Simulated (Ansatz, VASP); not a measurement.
# One calculation of ScIn3As, two programs

```
CELL_PARAMETERS angstrom
3.85257 0.00000 0.00000
0.00000 3.85257 0.00000
0.00000 0.00000 17.35798
ATOMIC_POSITIONS crystal
Sc 0.00000 0.50000 0.92462
Sc 0.50000 0.00000 0.07538
In 0.50000 0.00000 0.33276
In 0.50000 0.00000 0.55197
In 0.00000 0.50000 0.24322
In 0.50000 0.00000 0.75678
In 0.00000 0.50000 0.66724
In 0.00000 0.50000 0.44803
As 0.50000 0.00000 0.91848
As 0.00000 0.50000 0.08152
```

Alike in both runs: task single point; functional PBE; k mesh 4 × 4 × 1; occupations gaussian, width 0.1 eV; collinear spin.

```csv
,VASP,Ansatz
version,VASP 6.6.1,Ansatz 0.2.0
potentials or method,"VASP PAW PBE potentials, release 64 (Sc_sv, In_d, As), cutoff 520 eV","scalar-relativistic, plane waves, PAW"
valence electrons in the cell,110,130
```

Ansatz gave:

```
gap on the k mesh at the Fermi level (eV)                     : none
pressure (GPa)                                                : -0.2
traceless stress, the component that is largest in VASP (GPa) : -0.45
rms of the force components (eV/Å)                            : 0.023
net moment per atom (μB)                                      : 0.00
```

Problem. What did VASP give for the same quantities?

Solution. gap on the k mesh at the Fermi level (eV): none; pressure (GPa): -0.1; traceless stress, the component that is largest in VASP (GPa): -0.48; rms of the force components (eV/Å): 0.026; net moment per atom (μB): 0.00.

Atom by atom the forces differ by 0.004 eV/Å (rms over components). A gap of «none» marks a metal or a gap that the smearing closes. With one functional, cell and mesh, what is left measures potentials, basis and numerics. VASP's potentials hold 110 valence electrons a cell and Ansatz's 130, so a difference there can come from the potentials and not from the codes. Ansatz's warnings: seeded moment not kept.

The k mesh is coarse, so the values compare programs but aren't converged.
